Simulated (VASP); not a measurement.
Ru, 1 atom in the cell. Symmetry: Im-3m, No. 229, cubic system. Conventional cell: a = 2.540 Å, b = 2.540 Å, c = 2.540 Å, α = 90.00°, β = 90.00°, γ = 90.00°. Ru (site symmetry m-3m) has 14 Ru at 2.20 to 2.54 Å within 2.9 Å. 

- Program: VASP 6.6.1
- Task: single point
- Functional: LDA
- Potentials or basis: VASP PAW LDA potentials, release 64 (Ru_pv)
- Cutoff: 520 eV
- k mesh: 21 × 21 × 21
- Occupations: fermi-dirac, width 0.1 eV
- Spin: no spin polarisation
- Dipole correction: no
- Further INCAR settings: ALGO = Normal; EDIFF = 1e-06; NBANDS = 13

Potentials or basis: VASP PAW LDA potentials, release 64 (Ru_pv).

Launch:

```sh
$ cat potpaw_LDA.64/Ru_pv/POTCAR > POTCAR
$ mpirun -np 1 vasp_std > vasp.out
```

Hardware: 1 thread of Intel(R) Xeon(R) 6975P-C (Granite Rapids) (shared host).

Question: How long does it take, and how much memory?

Answer: It took 8.5 s on 1 thread of Intel(R) Xeon(R) 6975P-C (Granite Rapids), on a shared host, peak memory 0.13 GiB. Counts: scf iterations 11, k points 286.
